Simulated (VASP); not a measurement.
# HfB2 (P2/m) in VASP: further runs

HfB2 is run at these levels: PBE; tasks: single point.

All numbers are computed with VASP 6.6.1; they aren't measurements. Logs are shortened: lines on timing, memory, paths and dates and some standing lists are left out, and cuts for length are marked.

## 1. The cell of the first run

Symmetry: P2/m, No. 10, monoclinic system. The conventional cell has a = 3.072 Å, b = 3.480 Å, c = 3.141 Å, α = 90.00°, β = 117.84°, γ = 90.00°. Within 3.3 Å of Hf (site symmetry 2/m) lie 12 B at 2.48 to 2.54 Å and 6 Hf at 3.07 to 3.21 Å. B (site symmetry m) has 3 B at 1.77 to 1.85 Å within 2.4 Å.

## 2. Single point, PBE

Input file INCAR:

```
SYSTEM = HfB2
PREC = Accurate ; ENCUT = 520
EDIFF = 1E-7 ; ISMEAR = 1
SIGMA = 0.1 ; LREAL = .FALSE.
LASPH = .TRUE. ; NELM = 100
ALGO = Normal ; ISIF = 2
LWAVE = .FALSE. ; LCHARG = .FALSE.
GGA = PE ; NBANDS = 15
```

Input file KPOINTS:

```
regular mesh
0
G
  13 13 10
  0 0 0
```

Input file POSCAR:

```
HfB2
1.0
    3.1400000000     -0.0785000000      0.0000000000
   -1.6379830000      2.7585700000      0.0000000000
    0.0000000000      0.0000000000      3.4800000000
Hf B
1 2
Direct
    0.0000000000      0.0000000000      0.0000000000
    0.3333333333      0.6666666667      0.5000000000
    0.6666666667      0.3333333333      0.5000000000
```

Potentials or basis: VASP PAW PBE potentials, release 64 (Hf_pv, B).

On the command line:

```sh
$ cat potpaw_PBE.64/Hf_pv/POTCAR potpaw_PBE.64/B/POTCAR > POTCAR
$ mpirun -np 1 vasp_std > vasp.out
```

OUTCAR:

```text
SYSTEM = HfB2
   PREC = Accurate
   ENCUT = 520
   EDIFF = 1E-7
   ISMEAR = 1
   LREAL = .FALSE.
   LASPH = .TRUE.
   NELM = 100
   ISIF = 2
   GGA = PE

 ion  position               nearest neighbor table
   1  0.000  0.000  0.000-   3 2.48   3 2.48   2 2.48   2 2.48   3 2.51   3 2.51   2 2.51   2 2.51
                             2 2.54   3 2.54   2 2.54   3 2.54
   2  0.333  0.667  0.500-   3 1.77   3 1.81   3 1.85   1 2.48   1 2.48   1 2.51   1 2.51   1 2.54
                             1 2.54
   3  0.667  0.333  0.500-   2 1.77   2 1.81   2 1.85   1 2.48   1 2.48   1 2.51   1 2.51   1 2.54
                             1 2.54

  LATTYP: Found a simple monoclinic cell.
 ALAT       =     3.0722679364
 B/A-ratio  =     1.1327137060
 C/A-ratio  =     1.0223656145
 COS(beta)  =    -0.4669407251

  Lattice vectors:

 A1 = (   1.5020170000,   2.6800700000,   0.0000000000)
 A2 = (   0.0000000000,   0.0000000000,  -3.4800000000)
 A3 = (  -3.1400000000,   0.0785000000,   0.0000000000)

Analysis of symmetry for initial positions (statically):
=====================================================================
 Subroutine PRICEL returns:
 Original cell was already a primitive cell.

 Routine SETGRP: Setting up the symmetry group for a
 simple monoclinic supercell.

 Subroutine GETGRP returns: Found  4 space group operations
 (whereof  4 operations were pure point group operations)
 out of a pool of  4 trial point group operations.

The static configuration has the point symmetry C_2h.

Analysis of symmetry for dynamics (positions and initial velocities):
=====================================================================
 Subroutine PRICEL returns:
 Original cell was already a primitive cell.

 Routine SETGRP: Setting up the symmetry group for a
 simple monoclinic supercell.

 Subroutine GETGRP returns: Found  4 space group operations
 (whereof  4 operations were pure point group operations)
 out of a pool of  4 trial point group operations.

The dynamic configuration has the point symmetry C_2h.

 Subroutine INISYM returns: Found  4 space group operations
 (whereof  4 operations are pure point group operations),
 and found     1 'primitive' translations

----------------------------------------------------------------------------------------

                                     Primitive cell

  volume of cell :      29.6960

  direct lattice vectors                    reciprocal lattice vectors
     3.140000000 -0.078500000  0.000000000     0.323270119  0.191951250  0.000000000
    -1.637983000  2.758570000  0.000000000     0.009199224  0.367968974  0.000000000
     0.000000000  0.000000000  3.480000000     0.000000000  0.000000000  0.287356322

  length of vectors
     3.140981097  3.208223302  3.480000000     0.375963897  0.368083947  0.287356322

  position of ions in fractional coordinates (direct lattice)
     0.000000000  0.000000000  0.000000000
     0.333333333  0.666666667  0.500000000
     0.666666667  0.333333333  0.500000000

  ion indices of the primitive-cell ions
   primitive index   ion index
                 1           1
                 2           2
                 3           3

----------------------------------------------------------------------------------------

 KPOINTS: regular mesh

Automatic generation of k-mesh.
 Grid dimensions read from file:
 generate k-points for:   13   13   10

 Generating k-lattice:

  Cartesian coordinates                     Fractional coordinates (reciprocal lattice)
     0.024866932  0.014765481  0.000000000     0.076923077  0.000000000  0.000000000
     0.000707633  0.028305306  0.000000000     0.000000000  0.076923077  0.000000000
     0.000000000  0.000000000  0.028735632     0.000000000  0.000000000  0.100000000

  Length of vectors
     0.028920300  0.028314150  0.028735632

  Shift w.r.t. Gamma in fractional coordinates (k-lattice)
     0.000000000  0.000000000  0.000000000

 Subroutine IBZKPT returns following result:
 ===========================================

 Found    510 irreducible k-points:

 Following reciprocal coordinates:
            Coordinates               Weight
  0.000000  0.000000  0.000000      1.000000
  0.076923 -0.000000  0.000000      2.000000
  0.153846 -0.000000  0.000000      2.000000
  0.230769 -0.000000  0.000000      2.000000
  0.307692 -0.000000  0.000000      2.000000
  0.384615 -0.000000  0.000000      2.000000
[... 16 lines left out ...]
  0.153846  0.153846  0.000000      2.000000
  0.230769  0.153846  0.000000      2.000000
 [... further k-points ...]
   k-points           NKPTS =    510   k-points in BZ     NKDIM =    510   number of bands    NBANDS=     15
   number of dos      NEDOS =    301   number of ions     NIONS =      3
   total plane-waves  NPLWV =  16128
   dimension x,y,z NGX =    24 NGY =   24 NGZ =   28
   dimension x,y,z NGXF=    48 NGYF=   48 NGZF=   56
   ions per type =               1   2
   NGX,Y,Z   is equivalent  to a cutoff of  12.70, 12.44, 13.38 a.u.
   NGXF,Y,Z  is equivalent  to a cutoff of  25.41, 24.87, 26.75 a.u.
 SYSTEM =  HfB2
   PREC   = accura    normal or accurate (medium, high low for compatibility)
   ISTART =      0    job   : 0-new  1-cont  2-samecut
   ICHARG =      2    charge: 1-file 2-atom 10-const
   ISPIN  =      1    spin polarized calculation?
   LNONCOLLINEAR =      F non collinear calculations
   LSORBIT =      F    spin-orbit coupling
   LASPH  =      T    aspherical Exc in radial PAW
   ENCUT  =  520.0 eV  38.22 Ry    6.18 a.u.   5.84  5.97  6.47*2*pi/ulx,y,z
   NELM   =    100;   NELMIN=  2; NELMDL= -5     # of ELM steps
   EDIFF  = 0.1E-06   stopping-criterion for ELM
   LREAL  =      F    real-space projection
   EDIFFG = 0.1E-05   stopping-criterion for IOM
   NSW    =      0    number of steps for IOM
   IBRION =     -1    ionic relax: 0-MD 1-quasi-New 2-CG
   NFREE  =      0    steps in history (QN), initial steepest desc. (CG)
   ISIF   =      2    stress and relaxation
   ISYM   =      2    0-nonsym 1-usesym 2-fastsym
   POTIM  = 0.5000    time-step for ionic-motion
   TEBEG  =    0.0;   TEEND  =   0.0 temperature during run
   PSTRESS=    0.0 pullay stress
   NELECT =      16.0000    total number of electrons
   NUPDOWN=      -1.0000    fix difference up-down
   EMIN   =  10.00;   EMAX   =-10.00  energy-range for DOS
   EFERMI =   0.00;   METHOD = LEGACY
   ISMEAR =     1;   SIGMA  =   0.10  broadening in eV -4-tet -1-fermi 0-gaus
   EFERMI_NEDOS =   21; number of points for ismear=-14 and -15
   IALGO  =     38    algorithm
   IMIX   =      4    mixing-type and parameters
     AMIX     =   0.40;   BMIX     =  1.00
     AMIX_MAG =   1.60;   BMIX_MAG =  1.00
  volume/ion in A,a.u.               =       9.90        66.80
  Fermi-wavevector in a.u.,A,eV,Ry     =   1.332137  2.517374 24.144753  1.774589
  Thomas-Fermi vector in A             =   2.461095
   LORBIT       =      0    0 simple, 1 ext, 2 COOP (PROOUT), +10 PAW based schemes
   GGA     = PE    functional components
   LHFCALC =     F    Hartree Fock is set to
   AEXX    =    0.0000 exact exchange contribution
   IVDW    =     0    specifies the selected vdW correction
   LEPSILON=     F    determine dielectric tensor
   LRPA    =     F    only Hartree local field effects (RPA)
 non-spin polarized calculation
 Methfessel and Paxton  Order N= 1 SIGMA  =   0.10
  energy-cutoff  :      520.00
  volume of cell :       29.70
 maximum number of plane-waves:       817
   NGX = 11   NGY = 11   NGZ = 13

 number of electron      16.0000000 magnetization

 Free energy of the ion-electron system (eV)
  ---------------------------------------------------
  ext. energy  EPLUGINS =         0.00000000
  ---------------------------------------------------
  free energy    TOTEN  =       -26.33813223 eV

  energy without entropy =      -26.33817321  energy(sigma->0) =      -26.33814589

 E-fermi :   7.7714     XC(G=0): -12.5986

 val. band max:        7.7598046505   @ k =   0.4615   0.2308   0.0000
 cond. band min:       7.7735525881   @ k =   0.0000   0.0000   0.5000
 fundamental gap:      0.0137479376
 Fermi energy:         7.7713724546

 k-point     1 :       0.0000    0.0000    0.0000
  band No.  band energies     occupation
      1     -22.9602      2.00000
      2     -22.5059      2.00000
      3     -22.4086      2.00000
      4      -6.0814      2.00000
      5       4.4679      2.00000
      6       4.6928      2.00000
      7       4.8922      2.00000
      8       5.0735      2.00000
      9      11.5315      0.00000
     10      11.7989      0.00000
     11      11.9936      0.00000
     12      12.0702      0.00000
     13      12.5830      0.00000
     14      12.6913      0.00000
     15      13.3835      0.00000

 k-point     2 :       0.0769   -0.0000    0.0000
  band No.  band energies     occupation
      1     -22.9519      2.00000
      2     -22.5212      2.00000
      3     -22.4561      2.00000
      4      -5.9476      2.00000
      5       4.4273      2.00000
      6       4.7129      2.00000
      7       4.7786      2.00000
      8       4.8483      2.00000
      9      11.2555      0.00000
     10      11.4694      0.00000
     11      11.4749      0.00000
     12      11.9874      0.00000
     13      13.2503      0.00000
     14      13.3953      0.00000
     15      13.7598      0.00000

 k-point     3 :       0.1538   -0.0000    0.0000
  band No.  band energies     occupation
      1     -22.9287      2.00000
      2     -22.6089      2.00000
      3     -22.5393      2.00000
      4      -5.5595      2.00000
      5       3.7138      2.00000
      6       4.4989      2.00000
      7       4.5019      2.00000
      8       5.1573      2.00000
      9      10.2531      0.00000
     10      11.1160      0.00000
     11      11.2088      0.00000
     12      12.3539      0.00000
     13      13.3622      0.00000
     14      14.3702      0.00000
     15      14.7502      0.00000

 k-point     4 :       0.2308   -0.0000    0.0000
  band No.  band energies     occupation
      1     -22.8958      2.00000
      2     -22.7918      2.00000
      3     -22.5914      2.00000
      4      -4.9513      2.00000
      5       2.5915      2.00000
      6       4.1829      2.00000
      7       4.3695      2.00000
      8       5.4310      2.00000
      9       9.7049     -0.00000
     10      10.8548      0.00000
     11      11.3212      0.00000
     12      11.8460      0.00000
     13      13.3242      0.00000
     14      14.8003      0.00000
     15      16.3860      0.00000
[... 307 lines left out ...]
 k-point    22 :       0.0769    0.1538    0.0000
  band No.  band energies     occupation
      1     -22.9094      2.00000
      2     -22.7421      2.00000
      3     -22.5450      2.00000
      4      -5.1985      2.00000
      5       2.8978      2.00000
      6       4.2864      2.00000
      7       4.5021      2.00000
      8       5.4261      2.00000
      9       9.7100     -0.00000
     10      10.8937      0.00000
     11      11.2579      0.00000
     12      12.4325      0.00000
     13      13.7899      0.00000
     14      14.3112      0.00000
     15      15.1551      0.00000

 k-point    23 :       0.1538    0.1538    0.0000
  band No.  band energies     occupation
      1     -22.8890      2.00000
      2     -22.8796      2.00000
      3     -22.6072      2.00000
      4      -4.5992      2.00000
      5       2.1312      2.00000
      6       3.8134      2.00000
      7       4.0612      2.00000
      8       6.0254      2.00000
      9       9.1555     -0.00000
     10       9.8255      0.00000
     11      11.8431      0.00000
     12      13.5126      0.00000
     13      13.9891      0.00000
     14      14.1125      0.00000
     15      15.8884      0.00000

 k-point    24 :       0.2308    0.1538    0.0000
  band No.  band energies     occupation
      1     -23.0298      2.00000
      2     -22.8486      2.00000
      3     -22.6788      2.00000
      4      -3.8177      2.00000
      5       1.2682      2.00000
      6       3.0292      2.00000
      7       3.9201      2.00000
      8       6.5492      2.00000
      9       8.7272     -0.00000
     10       8.9658     -0.00000
     11      13.1225      0.00000
     12      13.4635      0.00000
     13      14.1181      0.00000
     14      15.1952      0.00000
     15      16.9454      0.00000

 [... further k-points ...]
[... 5 lines left out ...]
  --------------------------------------------------------------------------------------
  -------------------------------------------------------------------------------------
  Total        0.2965514      0.3327786      0.2735441      2.5083854      0.0000000      0.0000000
  in kB       15.9997366     17.9542932     14.7584313    135.3340759      0.0000000      0.0000000
  external PRESSURE =      16.2374870 kB  Pullay stress =       0.0000000 kB

 VOLUME and BASIS-vectors are now :
 -----------------------------------------------------------------------------
  energy-cutoff  :      520.00
  volume of cell :       29.70
      direct lattice vectors                 reciprocal lattice vectors
     3.140000000 -0.078500000  0.000000000     0.323270119  0.191951250  0.000000000
    -1.637983000  2.758570000  0.000000000     0.009199224  0.367968974  0.000000000
     0.000000000  0.000000000  3.480000000     0.000000000  0.000000000  0.287356322

 POSITION                                       TOTAL-FORCE (eV/Angst)
 -----------------------------------------------------------------------------------
      0.00000      0.00000      0.00000        -0.000000      0.000000      0.000000
     -0.04532      1.81288      1.74000        -0.060851      0.034577      0.000000
      1.54734      0.86719      1.74000         0.060851     -0.034577     -0.000000
 -----------------------------------------------------------------------------------
    total drift:                               -0.000000      0.000000      0.000000

  FREE ENERGIE OF THE ION-ELECTRON SYSTEM (eV)
  ---------------------------------------------------
  free  energy   TOTEN  =       -26.3381322341 eV

  energy  without entropy=      -26.3381732112  energy(sigma->0) =      -26.33814589
```

Run time: 89 s. Hardware: 1 thread of Intel Xeon 6975P-C, shared host; peak memory 0.34 GiB.

Results:

```
Free energy            : -26.3381 eV
Pressure               : 1.6 GPa
Largest force          : 0.070 eV/Å
Band gap on the k mesh : zero (band 8 reaches 8.40 eV, above the bottom of band 9 at 7.23 eV)
```

Forces in eV/Å, atoms in the order of the input:
```
Hf   0.000  0.000  0.000
B   -0.061  0.035  0.000
B    0.061 -0.035  0.000
```

Caveat: spin-orbit coupling is left out, which moves the levels of the heavy elements.

[end of part 1 of 2]
